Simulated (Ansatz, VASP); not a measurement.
RbBr: VASP beside Ansatz

File INCAR:

```
ALGO = Normal ; EDIFF = 1E-7
ENCUT = 520 ; GGA = PS
GGA_COMPAT = False ; ISIF = 2
ISMEAR = 0 ; LASPH = True
LCHARG = True ; LORBIT = 11
LORBMOM = True ; LREAL = False
LSORBIT = True ; LVHAR = True
LWAVE = False ; MAGMOM = 0 0 0 0 0 0
NBANDS = 28 ; NELM = 150
PREC = Accurate ; SIGMA = 0.01
```

KPOINTS

```
k-points
0
Gamma
  6 6 6
```

File POSCAR:

```
RbBr
1.0
    0.0000000000      3.4420480875      3.4420480875
    3.4420480875      0.0000000000      3.4420480875
    3.4420480875      3.4420480875      0.0000000000
Rb Br
1 1
Direct
    0.0000000000      0.0000000000      0.0000000000
    0.5000000000      0.5000000000      0.5000000000
```

Input for Ansatz:

```yaml
crystal:
  lattice:
    - [0.0, 3.44204808753, 3.44204808753]
    - [3.44204808753, 0.0, 3.44204808753]
    - [3.44204808753, 3.44204808753, 0.0]
  atoms:
    - { symbol: Rb, position: [0.0, 0.0, 0.0] }
    - { symbol: Br, position: [0.5, 0.5, 0.5] }
kpoints:
  mp_grid: { grid: [6, 6, 6] }
scf:
  occupations: { method: fixed }
  convergence: { dr2_threshold: 1.0e-10 }
hamiltonian:
  xc: pbesol
  pseudopotentials: { kind: all_electron, lapw: { basis_error: 0.0005 } }
magnetization:
  noncollinear: true
  spin_orbit: true
output:
  forces: true
  stress: true
  eigenstates:
    kpoints:
      - [0.0, 0.0, 0.0]
      - [-0.5, 0.0, -0.5]
      - [0.0, -0.5, -0.5]
      - [-0.5, -0.5, 0.0]
      - [-0.5, 0.0, 0.0]
      - [0.0, -0.5, 0.0]
      - [0.0, 0.0, -0.5]
      - [-0.5, -0.5, -0.5]
  eigenvalues: true
```

Alike in both runs: task single point; functional PBEsol; k mesh 6 × 6 × 6; non-collinear spin, spin-orbit coupling.

```csv
,VASP,Ansatz
version,VASP 6.6.1,Ansatz 0.2.0
potentials or method,"VASP PAW PBE potentials, release 64 (Rb_sv, Br), cutoff 520 eV",all-electron LAPW
occupations,"gaussian, width 0.01 eV",fixed
```

|  | VASP | Ansatz | Ansatz less VASP |
| --- | --- | --- | --- |
| pressure (GPa) | -0.2 | -0.2 | -0.04 |
| net moment per atom (μB) | 0.00 | 0.00 | 0.000 |

VASP's potentials were made for PBE, not for PBEsol. Ansatz ran all-electron here, and VASP with PAW potentials.
